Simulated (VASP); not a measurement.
A run of VASP 6.6.1:

Contents of INCAR:

```
SYSTEM = MgO
  PREC = Accurate
  ENCUT = 520
  EDIFF = 1E-6
  ISMEAR = 0
  SIGMA = 0.05
  LREAL = .False.
  LASPH = .True.
  NELM = 80
  ALGO = Normal
  ISIF = 2
  LWAVE = .False.
  LCHARG = .False.
  GGA = PE
  NBANDS = 16
```

File KPOINTS:

```
Automatic mesh
0
Gamma
  6 6 6
  0 0 0
```

Contents of POSCAR:

```
MgO
1.0
    3.4863778627      0.0000000000      0.0000000000
   -1.7431889314      3.0192917963      0.0000000000
    0.0000000000      0.0000000000      4.2407118383
Mg O
2 2
Direct
    0.6666666667      0.3333333333      0.7500000000
    0.3333333333      0.6666666667      0.2500000000
    0.6666666667      0.3333333333      0.2500000000
    0.3333333333      0.6666666667      0.7500000000
```

Potentials or basis: VASP PAW PBE potentials, release 64 (Mg, O).

Command:

```console
$ cat potpaw_PBE.64/Mg/POTCAR potpaw_PBE.64/O/POTCAR > POTCAR
$ mpirun -np 1 vasp_std > vasp.out
```

Hardware: 1 thread of Intel(R) Xeon(R) 6975P-C (Granite Rapids), on a shared host.

How long does it take, and how much memory?

Wall time 8.3 s on 1 thread of Intel(R) Xeon(R) 6975P-C (Granite Rapids), with other jobs on the host, peak memory 0.17 GiB. Counts: scf iterations 13, k points 28.
